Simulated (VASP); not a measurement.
# Pb (Fm-3m) in VASP: settings compared, part 2 of 2

VASP 6.6.1. Earlier steps stand in the parts before.

### Step 4. Single point, BLYP+D3(BJ)

File INCAR:

```
PREC     = Accurate       # precision mode
ENCUT    = 520            # plane-wave cutoff, eV
EDIFF    = 1E-6           # SCF threshold, eV
ISMEAR   = -1             # smearing method
SIGMA    = 0.05           # smearing width, eV
LREAL    = False          # projectors in reciprocal space
LASPH    = True           # aspherical terms in the spheres
NELM     = 80             # most SCF steps
ALGO     = Normal         # electronic algorithm
ISIF     = 2              # what is computed and relaxed
LWAVE    = False          # write WAVECAR
LCHARG   = True           # write CHGCAR
GGA      = B5             # functional
ALDAX    = 1.0          
AGGAX    = 1.0          
AGGAC    = 1.0          
ALDAC    = 0.0          
IVDW     = 12             # dispersion correction
VDW_S6   = 1.0          
VDW_S8   = 2.6996       
VDW_A1   = 0.4298       
VDW_A2   = 4.2359       
LELF     = True           # ELF
LVHAR    = True         
NBANDS   = 13             # bands
```

File KPOINTS:

```
Automatic mesh
0
Gamma
  9 9 9
```

File POSCAR:

```
Pb
1.0
    0.0000000000      2.4244952108      2.4244952108
    2.4244952108      0.0000000000      2.4244952108
    2.4244952108      2.4244952108      0.0000000000
Pb
1
Direct
    0.0000000000      0.0000000000      0.0000000000
```

Launch:

```console
$ cat potpaw_PBE.64/Pb_d/POTCAR > POTCAR
$ mpirun -np 1 vasp_std > vasp.out
```

It took 10 s on 1 thread of Intel Xeon 6975P-C (Granite Rapids), shared host; peak memory 0.16 GiB.

The run converged. Its results:

```
Free energy                : -3.7869 eV
Pressure                   : 4.1 GPa
Band gap on the k mesh     : zero (band 7 reaches 16.25 eV, above the bottom of band 8 at 6.88 eV)
Dispersion energy per atom : -1.064 eV
```

Levels at points of the mesh, in eV from the Fermi level:
| k point | band 3 | band 4 | band 5 | band 6 | band 7 | band 8 | band 9 | band 10 | band 11 | band 12 |
| --- | --- | --- | --- | --- | --- | --- | --- | --- | --- | --- |
| (0.00, 0.00, 0.00) | -17.00 | -16.83 | -16.83 | -12.08 | 7.89 | 7.89 | 7.89 | 10.22 | 12.76 | 13.23 |

Caveat: the PAW data sets were made with another functional, which shifts forces and pressure a little; spin-orbit coupling is left out, which moves the levels of the heavy elements; pairwise dispersion overbinds metals, which lowers pressure and volume.

### Step 5. Single point, LDA

This run uses another cell than the first one, of 29.11 Å³/atom, 1.021 times its volume.

File INCAR:

```
ALGO = Normal
EDIFF = 1E-6
ENCUT = 520
ISIF = 2
ISMEAR = -1
LASPH = True
LCHARG = False
LREAL = False
LWAVE = False
NBANDS = 13
NELM = 80
PREC = Accurate
SIGMA = 0.05
```

File KPOINTS:

```
k-points
0
Gamma
  9 9 9
```

File POSCAR:

```
Pb
1.0
    0.0000000000      2.4415696833      2.4415696833
    2.4415696833      0.0000000000      2.4415696833
    2.4415696833      2.4415696833      0.0000000000
Pb
1
Direct
    0.0000000000      0.0000000000      0.0000000000
```

Potentials or basis: VASP PAW LDA potentials, release 64 (Pb_d).

Launch:

```console
$ cat potpaw_LDA.64/Pb_d/POTCAR > POTCAR
$ mpirun -np 1 vasp_std > vasp.out
```

OUTCAR:

```text
EDIFF = 1E-6
   ENCUT = 520
   ISIF = 2
   ISMEAR = -1
   LASPH = True
   LREAL = False
   NELM = 80
   PREC = Accurate

 ion  position               nearest neighbor table
   1  0.000  0.000  0.000-

  LATTYP: Found a face centered cubic cell.
 ALAT       =     4.8831393666

  Lattice vectors:

 A1 = (   0.0000000000,   2.4415696833,   2.4415696833)
 A2 = (   2.4415696833,   0.0000000000,   2.4415696833)
 A3 = (   2.4415696833,   2.4415696833,   0.0000000000)

Analysis of symmetry for initial positions (statically):
[... 5 lines left out ...]
 face centered cubic supercell.

 Subroutine GETGRP returns: Found 48 space group operations
 (whereof 48 operations were pure point group operations)
 out of a pool of 48 trial point group operations.

The static configuration has the point symmetry O_h .

Analysis of symmetry for dynamics (positions and initial velocities):
[... 5 lines left out ...]
 face centered cubic supercell.

 Subroutine GETGRP returns: Found 48 space group operations
 (whereof 48 operations were pure point group operations)
 out of a pool of 48 trial point group operations.

The dynamic configuration has the point symmetry O_h .

 Subroutine INISYM returns: Found 48 space group operations
 (whereof 48 operations are pure point group operations),
 and found     1 'primitive' translations

----------------------------------------------------------------------------------------

                                     Primitive cell

  volume of cell :      29.1097

  direct lattice vectors                    reciprocal lattice vectors
     0.000000000  2.441569683  2.441569683    -0.204786291  0.204786291  0.204786291
     2.441569683  0.000000000  2.441569683     0.204786291 -0.204786291  0.204786291
     2.441569683  2.441569683  0.000000000     0.204786291  0.204786291 -0.204786291

  length of vectors
     3.452900960  3.452900960  3.452900960     0.354700261  0.354700261  0.354700261

  position of ions in fractional coordinates (direct lattice)
     0.000000000  0.000000000  0.000000000

  ion indices of the primitive-cell ions
   primitive index   ion index
                 1           1

----------------------------------------------------------------------------------------

 KPOINTS: k-points

Automatic generation of k-mesh.
 Grid dimensions read from file:
 generate k-points for:    9    9    9

 Generating k-lattice:

  Cartesian coordinates                     Fractional coordinates (reciprocal lattice)
    -0.022754032  0.022754032  0.022754032     0.111111111  0.000000000  0.000000000
     0.022754032 -0.022754032  0.022754032     0.000000000  0.111111111  0.000000000
     0.022754032  0.022754032 -0.022754032     0.000000000  0.000000000  0.111111111

  Length of vectors
     0.039411140  0.039411140  0.039411140

  Shift w.r.t. Gamma in fractional coordinates (k-lattice)
     0.000000000  0.000000000  0.000000000

 Subroutine IBZKPT returns following result:
 ===========================================

 Found     35 irreducible k-points:

 Following reciprocal coordinates:
            Coordinates               Weight
  0.000000  0.000000  0.000000      1.000000
  0.111111  0.000000  0.000000      8.000000
  0.222222  0.000000  0.000000      8.000000
  0.333333  0.000000  0.000000      8.000000
  0.444444  0.000000  0.000000      8.000000
  0.111111  0.111111  0.000000      6.000000
[... 16 lines left out ...]
 -0.333333  0.333333  0.000000     12.000000
  0.444444  0.444444  0.000000      6.000000
 [... further k-points ...]
   k-points           NKPTS =     35   k-points in BZ     NKDIM =     35   number of bands    NBANDS=     13
   number of dos      NEDOS =    301   number of ions     NIONS =      1
   total plane-waves  NPLWV =  21952
   dimension x,y,z NGX =    28 NGY =   28 NGZ =   28
   dimension x,y,z NGXF=    56 NGYF=   56 NGZF=   56
   ions per type =               1
   NGX,Y,Z   is equivalent  to a cutoff of  13.48, 13.48, 13.48 a.u.
   NGXF,Y,Z  is equivalent  to a cutoff of  26.96, 26.96, 26.96 a.u.
 SYSTEM =  unknown system
   PREC   = accura    normal or accurate (medium, high low for compatibility)
   ISTART =      0    job   : 0-new  1-cont  2-samecut
   ICHARG =      2    charge: 1-file 2-atom 10-const
   ISPIN  =      1    spin polarized calculation?
   LNONCOLLINEAR =      F non collinear calculations
   LSORBIT =      F    spin-orbit coupling
   LASPH  =      T    aspherical Exc in radial PAW
   ENCUT  =  520.0 eV  38.22 Ry    6.18 a.u.   6.42  6.42  6.42*2*pi/ulx,y,z
   NELM   =     80;   NELMIN=  2; NELMDL= -5     # of ELM steps
   EDIFF  = 0.1E-05   stopping-criterion for ELM
   LREAL  =      F    real-space projection
   EDIFFG = 0.1E-04   stopping-criterion for IOM
   NSW    =      0    number of steps for IOM
   IBRION =     -1    ionic relax: 0-MD 1-quasi-New 2-CG
   NFREE  =      0    steps in history (QN), initial steepest desc. (CG)
   ISIF   =      2    stress and relaxation
   ISYM   =      2    0-nonsym 1-usesym 2-fastsym
   POTIM  = 0.5000    time-step for ionic-motion
   TEBEG  =    0.0;   TEEND  =   0.0 temperature during run
   PSTRESS=    0.0 pullay stress
   NELECT =      14.0000    total number of electrons
   NUPDOWN=      -1.0000    fix difference up-down
   EMIN   =  10.00;   EMAX   =-10.00  energy-range for DOS
   EFERMI =   0.00;   METHOD = LEGACY
   ISMEAR =    -1;   SIGMA  =   0.05  broadening in eV -4-tet -1-fermi 0-gaus
   EFERMI_NEDOS =   21; number of points for ismear=-14 and -15
   IALGO  =     38    algorithm
   IMIX   =      4    mixing-type and parameters
     AMIX     =   0.40;   BMIX     =  1.00
     AMIX_MAG =   1.60;   BMIX_MAG =  1.00
  volume/ion in A,a.u.               =      29.11       196.44
  Fermi-wavevector in a.u.,A,eV,Ry     =   1.282641  2.423840 22.383862  1.645167
  Thomas-Fermi vector in A             =   2.414940
   LORBIT       =      0    0 simple, 1 ext, 2 COOP (PROOUT), +10 PAW based schemes
   GGA     = CA    functional components
   LHFCALC =     F    Hartree Fock is set to
   AEXX    =    0.0000 exact exchange contribution
   IVDW    =     0    specifies the selected vdW correction
   LEPSILON=     F    determine dielectric tensor
   LRPA    =     F    only Hartree local field effects (RPA)
 non-spin polarized calculation
  energy-cutoff  :      520.00
  volume of cell :       29.11
 maximum number of plane-waves:       801
 NGX is ok and might be reduce to    28
   NGX = 13   NGY = 13   NGZ = 13

 number of electron      13.9999999 magnetization

 Free energy of the ion-electron system (eV)
  ---------------------------------------------------
  ext. energy  EPLUGINS =         0.00000000
  ---------------------------------------------------
  free energy    TOTEN  =        -4.27281014 eV

  energy without entropy =       -4.26968673  energy(sigma->0) =       -4.27124844

 E-fermi :   7.3072     XC(G=0): -10.6521

 val. band max:        7.0887125244   @ k =  -0.2222   0.2222   0.0000
 cond. band min:       7.3075319449   @ k =  -0.2222   0.3333   0.1111
 fundamental gap:      0.2188194205
 Fermi energy:         7.3072366690

 k-point     1 :       0.0000    0.0000    0.0000
  band No.  band energies     occupation
      1      -9.5669      2.00000
      2      -9.5669      2.00000
      3      -9.5669      2.00000
      4      -9.4050      2.00000
      5      -9.4050      2.00000
      6      -4.5737      2.00000
      7      15.1508      0.00000
      8      15.1508      0.00000
      9      15.1508      0.00000
     10      17.3244      0.00000
     11      19.4691      0.00000
     12      20.2976      0.00000
     13      20.2976      0.00000

 k-point     2 :       0.1111    0.0000    0.0000
  band No.  band energies     occupation
      1      -9.5681      2.00000
      2      -9.5482      2.00000
      3      -9.5482      2.00000
      4      -9.4053      2.00000
      5      -9.4053      2.00000
      6      -4.3258      2.00000
      7      12.7313      0.00000
      8      14.8600      0.00000
      9      14.8600      0.00000
     10      17.0003      0.00000
     11      20.2909      0.00000
[... 339 lines left out ...]
 k-point    24 :       0.4444    0.4444    0.0000
  band No.  band energies     occupation
      1      -9.7500      2.00000
      2      -9.6474      2.00000
      3      -9.2686      2.00000
      4      -9.2257      2.00000
      5      -9.2257      2.00000
      6       0.2941      2.00000
      7       4.6591      2.00000
      8       9.6388      0.00000
      9       9.6388      0.00000
     10      13.1636      0.00000
     11      14.3785      0.00000
     12      25.9241      0.00000
     13      27.8902      0.00000

 [... further k-points ...]
[... 5 lines left out ...]
  --------------------------------------------------------------------------------------
  -------------------------------------------------------------------------------------
  Total       -0.0278663     -0.0278663     -0.0278663      0.0000000      0.0000000     -0.0000000
  in kB       -1.5337436     -1.5337436     -1.5337436      0.0000000      0.0000000     -0.0000000
  external PRESSURE =      -1.5337436 kB  Pullay stress =       0.0000000 kB

 VOLUME and BASIS-vectors are now :
 -----------------------------------------------------------------------------
  energy-cutoff  :      520.00
  volume of cell :       29.11
      direct lattice vectors                 reciprocal lattice vectors
     0.000000000  2.441569683  2.441569683    -0.204786291  0.204786291  0.204786291
     2.441569683  0.000000000  2.441569683     0.204786291 -0.204786291  0.204786291
     2.441569683  2.441569683  0.000000000     0.204786291  0.204786291 -0.204786291

 POSITION                                       TOTAL-FORCE (eV/Angst)
 -----------------------------------------------------------------------------------
      0.00000      0.00000      0.00000        -0.000000      0.000000     -0.000000
 -----------------------------------------------------------------------------------
    total drift:                               -0.000000     -0.000000     -0.000000

  FREE ENERGIE OF THE ION-ELECTRON SYSTEM (eV)
  ---------------------------------------------------
  free  energy   TOTEN  =        -4.2728101423 eV

  energy  without entropy=       -4.2696867330  energy(sigma->0) =       -4.27124844
```

stdout:

```text
POSCAR found type information on POSCAR Pb
 POSCAR found :  1 types and       1 ions
 scaLAPACK will be used
 LDA part: xc-table for (Slater(with rela. corr.)+CA(PZ))
 , standard interpolation
 POSCAR, INCAR and KPOINTS ok, starting setup
 FFT: planning ... GRIDC
 FFT: planning ... GRID_SOFT
 FFT: planning ... GRID
 WAVECAR not read
 entering main loop
```

Wall time 5.1 s (1 thread of Intel Xeon 6975P-C (Granite Rapids), shared host); peak memory 0.14 GiB.

Results:

* Free energy: -4.2728 eV
* Pressure: -0.2 GPa
* Band gap on the k mesh: zero (band 7 reaches 15.15 eV, above the bottom of band 8 at 5.84 eV)

Caveat: spin-orbit coupling is left out, which moves the levels of the heavy elements.

### Step 6. Overview

| level | potentials or basis | cell | gap on the mesh (eV) | pressure (GPa) |
| --- | --- | --- | --- | --- |
| PBE+D3(BJ) | VASP PAW PBE potentials, release 64 (Pb_d) | a = 3.429 Å, angles 60.0°, 1 atom | none | 3.4 |
| revPBE | VASP PAW PBE potentials, release 64 (Pb_d) | a = 3.429 Å, angles 60.0°, 1 atom | none | 7.2 |
| BLYP+D3(BJ) | VASP PAW PBE potentials, release 64 (Pb_d) | a = 3.429 Å, angles 60.0°, 1 atom | none | 4.1 |
| LDA | VASP PAW LDA potentials, release 64 (Pb_d) | a = 3.453 Å, angles 60.0°, 1 atom | none | -0.2 |

Alike in all rows: task single point; no spin polarisation; k mesh 9 × 9 × 9; cutoff (eV) 520; smearing fermi-dirac 0.05 eV.

Caveats: spin-orbit coupling is left out, which moves the levels of the heavy elements; pairwise dispersion overbinds metals, which lowers pressure and volume (some runs); the PAW data sets were made with another functional, which shifts forces and pressure a little (some runs).

Total energies depend on the potentials used, so only differences within one code and one set of settings carry meaning.
